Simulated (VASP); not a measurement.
Input of a VASP 6.6.1 run:

File INCAR:

```
PREC = Accurate
ENCUT = 500
EDIFF = 1E-7
ISMEAR = 0
SIGMA = 0.05
LREAL = F
LASPH = T
NELM = 120
ALGO = Normal
ISIF = 8
LWAVE = F
LCHARG = F
GGA = CA
IBRION = 2
NSW = 80
EDIFFG = -0.03
GGA_COMPAT = F
NELMIN = 4
```

Contents of KPOINTS:

```
Automatic mesh
0
Gamma
  11 11 11
```

POSCAR

```
Pt
1.0
    0.0000000000      1.9609000000      1.9609000000
    1.9609000000      0.0000000000      1.9609000000
    1.9609000000      1.9609000000      0.0000000000
Pt
1
Direct
    0.0000000000      0.0000000000      0.0000000000
```

Potentials or basis: VASP PAW LDA potentials, release 64 (Pt).

Command:

```sh
$ cat potpaw_LDA.64/Pt/POTCAR > POTCAR
$ mpirun -np 1 vasp_std > vasp.out
```

(1) Predict the band gap on the k mesh.

(2) Predict the relaxed volume.

Results:

(1) zero (band 5 reaches 11.93 eV, above the bottom of band 6 at 9.75 eV).

(2) 14.78 Å³/atom.

Caveat: spin-orbit coupling is left out, which moves the levels of the heavy elements.
